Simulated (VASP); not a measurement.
Write the native input for VASP 6.6.1 that does the following.

| Item | Value |
| --- | --- |
| Task | single point |
| Functional | PBE |
| Potentials or basis | VASP PAW PBE potentials, release 64 (Pd) |
| Cutoff | 520 eV |
| k mesh | 12 × 8 × 1 |
| Occupations | fermi-dirac, width 0.1 eV |
| Spin | no spin polarisation |
| Dipole correction | yes |
| Further INCAR settings | ALGO = Normal; EDIFF = 1e-07; NBANDS = 33 |

The structure of Pd lies in POSCAR:

```
Pd
1.0
    2.7903171792      0.0000000000      0.0000000000
    0.0000000000      3.9461043981      0.0000000000
    0.0000000000      0.0000000000     27.3916000000
Pd
5
Direct
    0.0000000000      0.0000000000      0.4015830173
    0.5000000000      0.5000000000      0.4476399882
    0.0000000000      0.0000000000      0.4999999997
    0.5000000000      0.5000000000      0.5523600118
    0.0000000000      0.0000000000      0.5984169827
```

One way to write it, as run:

INCAR

```
  ALGO = Normal
  DIPOL = 0.5 0.5 0.500
  EDIFF = 1E-7
  ENCUT = 520
  GGA = PE
  IDIPOL = 3
  ISIF = 2
  ISMEAR = -1
  LASPH = True
  LCHARG = False
  LDIPOL = True
  LREAL = False
  LWAVE = False
  NBANDS = 33
  NELM = 80
  PREC = Accurate
  SIGMA = 0.1
```

KPOINTS

```
k-points
0
Gamma
  12 8 1
```

Potentials or basis: VASP PAW PBE potentials, release 64 (Pd).

Command:

```bash
$ cat potpaw_PBE.64/Pd/POTCAR > POTCAR
$ mpirun -np 1 vasp_std > vasp.out
```

It gave:

```
Largest force          : 0.023 eV/Å
Band gap on the k mesh : zero (bands 25 and 26 overlap by 0.45 eV)
```

Run time: 13 min on 1 thread of Oxide Virtual Turin-like Processor, with other jobs on the host, peak memory 0.51 GiB.
